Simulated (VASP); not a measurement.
Write the native input for VASP 6.6.1 that does the following.

| Item | Value |
| --- | --- |
| Task | single point |
| Functional | LDA |
| Potentials or basis | VASP PAW LDA potentials, release 64 (Ca_sv, Os, O) |
| Cutoff | 600 eV |
| k mesh | 3 × 3 × 3 |
| Occupations | methfessel-paxton, width 0.1 eV |
| Spin | no spin polarisation |
| Dipole correction | no |
| Further INCAR settings | ALGO = Normal; EDIFF = 1e-06; NBANDS = 26 |

The structure of CaOsO3 lies in POSCAR:

```
CaOsO3
1.0
    3.9521600000      0.0000000000      0.0000000000
    0.0000000000      3.9521600000      0.0000000000
    0.0000000000      0.0000000000      3.9521600000
Ca Os O
1 1 3
Direct
    0.0000000000      0.0000000000      0.0000000000
    0.5000000000      0.5000000000      0.5000000000
    0.5000000000      0.5000000000      0.0000000000
    0.0000000000      0.5000000000      0.5000000000
    0.5000000000      0.0000000000      0.5000000000
```

One way to write it, as run:

INCAR

```
SYSTEM = CaOsO3
PREC     = Accurate       ! precision mode
ENCUT    = 600            ! plane-wave cutoff, eV
EDIFF    = 1E-6           ! SCF threshold, eV
ISMEAR   = 1              ! smearing method
SIGMA    = 0.1            ! smearing width, eV
LREAL    = .FALSE.        ! projectors in reciprocal space
LASPH    = .TRUE.         ! aspherical terms in the spheres
NELM     = 120            ! most SCF steps
ALGO     = Normal         ! electronic algorithm
ISIF     = 2              ! what is computed and relaxed
LWAVE    = .FALSE.        ! write WAVECAR
LCHARG   = .FALSE.        ! write CHGCAR
GGA      = CA             ! functional
NBANDS   = 26             ! bands
GGA_COMPAT= .FALSE.
```

KPOINTS

```
regular mesh
0
G
  3 3 3
  0 0 0
```

Potentials or basis: VASP PAW LDA potentials, release 64 (Ca_sv, Os, O).

Run with:

```console
$ cat potpaw_LDA.64/Ca_sv/POTCAR potpaw_LDA.64/Os/POTCAR potpaw_LDA.64/O/POTCAR > POTCAR
$ mpirun -np 1 vasp_std > vasp.out
```

It gave:

The pressure is -11.5 GPa and the band gap on the k mesh is zero (band 18 reaches 5.88 eV, above the bottom of band 19 at 2.63 eV).

Caveat: the k points lie up to 0.53 Å⁻¹ apart; spin-orbit coupling is left out, which moves the levels of the heavy elements.

Run time: 11 s on 1 thread of Intel Xeon 8259CL, on a shared host, peak memory 0.16 GiB.
